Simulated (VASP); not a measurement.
Here is a VASP 6.6.1 calculation.

INCAR

```
PREC     = Accurate       # precision mode
ENCUT    = 520            # plane-wave cutoff, eV
EDIFF    = 1E-7           # SCF threshold, eV
ISMEAR   = 0              # smearing method
SIGMA    = 0.15           # smearing width, eV
LREAL    = F              # projectors in reciprocal space
LASPH    = T              # aspherical terms in the spheres
NELM     = 60             # most SCF steps
ALGO     = Normal         # electronic algorithm
ISIF     = 2              # what is computed and relaxed
LWAVE    = F              # write WAVECAR
LCHARG   = T              # write CHGCAR
GGA      = PS             # functional
LELF     = T              # ELF
LVHAR    = T            
NBANDS   = 16             # bands
```

File KPOINTS:

```
Automatic mesh
0
Gamma
  18 18 16
```

Contents of POSCAR:

```
WC
1.0
    2.8714964216      0.0000000000      0.0000000000
   -1.4357482108      2.5370270066      0.0000000000
    0.0000000000      0.0000000000      2.8290000000
W C
1 1
Direct
    0.0000000000      0.0000000000      0.0000000000
    0.6666666667      0.3333333333      0.5000000000
```

Potentials or basis: VASP PAW PBE potentials, release 64 (W_sv, C).

Launch:

```bash
$ cat potpaw_PBE.64/W_sv/POTCAR potpaw_PBE.64/C/POTCAR > POTCAR
$ mpirun -np 1 vasp_std > vasp.out
```

(1) Estimate the pressure.

(2) Predict the band gap on the k mesh.

(3) Estimate the largest force.

Results:

(1) 0.7 GPa.

(2) zero (bands 9 and 10 overlap by 1.15 eV).

(3) 0.113 eV/Å.

Caveat: the cell differs from its parent crystal (strain -0.0100 x Voigt [1, -1, 0, 0, 0, 0]); the PAW data sets were made with another functional, which shifts forces and pressure a little; spin-orbit coupling is left out, which moves the levels of the heavy elements.
